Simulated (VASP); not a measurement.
Wanted: the native input for a VASP 6.6.1 run.

- Task: relaxation of cell and atoms
- Functional: PBE
- Dispersion: D4
- Potentials or basis: VASP PAW PBE potentials, release 64 (Al, As)
- Cutoff: 500 eV
- k mesh: 6 × 6 × 6
- Occupations: gaussian, width 0.01 eV
- Spin: no spin polarisation
- Dipole correction: no
- Further INCAR settings: ALGO = Normal; EDIFF = 1e-07; IBRION = 2; EDIFFG = -0.01; NSW = 50; ISIF = 3

The structure of AlAs lies in POSCAR:

```
AlAs
1.0
    0.0000000000      2.8304000000      2.8304000000
    2.8304000000      0.0000000000      2.8304000000
    2.8304000000      2.8304000000      0.0000000000
Al As
1 1
Direct
    0.0000000000      0.0000000000      0.0000000000
    0.2500000000      0.2500000000      0.2500000000
```

These files were run (other wordings do the same):

INCAR

```
SYSTEM = AlAs
ALGO     = Normal         ! electronic algorithm
EDIFF    = 1E-7           ! SCF threshold, eV
EDIFFG   = -0.01          ! ionic threshold
ENCUT    = 500            ! plane-wave cutoff, eV
GGA      = PE             ! functional
GGA_COMPAT= .False.      
IBRION   = 2              ! ionic algorithm
ISIF     = 3              ! what is computed and relaxed
ISMEAR   = 0              ! smearing method
IVDW     = 13             ! dispersion correction
LASPH    = .True.         ! aspherical terms in the spheres
LCHARG   = .False.        ! write CHGCAR
LREAL    = .False.        ! projectors in reciprocal space
LWAVE    = .False.        ! write WAVECAR
NELM     = 120            ! most SCF steps
NELMIN   = 4            
NSW      = 50             ! ionic steps
PREC     = Accurate       ! precision mode
SIGMA    = 0.01           ! smearing width, eV
```

KPOINTS

```
k-points
0
Gamma
  6 6 6
  0 0 0
```

Potentials or basis: VASP PAW PBE potentials, release 64 (Al, As).

Run with:

```sh
$ cat potpaw_PBE.64/Al/POTCAR potpaw_PBE.64/As/POTCAR > POTCAR
$ mpirun -np 1 vasp_std > vasp.out
```

It gave:

- Relaxed volume: 22.77 Å³/atom
- Relaxed cell: a = 4.008 Å, b = 4.008 Å, c = 4.008 Å, α = 60.00°, β = 60.00°, γ = 60.00°
- Space group after relaxing (to 0.05 Å): F-43m (No. 216)
- Energy gained by relaxing: 0.1 meV/atom
- Ionic steps: 3
- Pressure after relaxing: 0.0 GPa
- Band gap on the k mesh: 1.44 eV, indirect (least direct gap 2.03 eV)
- Dispersion energy per atom: -0.335 eV

It took 9.4 s on 1 thread of Intel(R) Xeon(R) 6975P-C (Granite Rapids), with other jobs on the host, peak memory 0.16 GiB.
